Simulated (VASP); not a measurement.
MgO:

```
Mg O
1.0
     0.00000    2.10217    2.10217
     2.10217    0.00000    2.10217
     2.10217    2.10217    0.00000
Mg O
1 1
Direct
  0.00000 0.00000 0.00000
  0.50000 0.50000 0.50000
```

Base run:

```yaml
Program: VASP 6.6.1
Functional: PBEsol
Potentials_or_basis: VASP PAW PBE potentials, release 64 (Mg_sv, O)
Cutoff: 840 eV
k_mesh: 8 × 8 × 8
Occupations: fermi-dirac, width 0.2 eV
Spin: no spin polarisation
```

Its results: band gap on the k mesh 4.69 eV; pressure 1.3 GPa.

Q: The run is repeated on the same cell with these changes: functional from PBEsol to r2SCAN; cutoff from 840 eV to 920 eV; occupations from fermi-dirac, width 0.2 eV to gaussian, width 0.01 eV. What comes out?

A: Band gap on the k mesh 5.70 eV; pressure 0.5 GPa.

Caveats: the PAW data sets were made with another functional, which shifts forces and pressure a little.

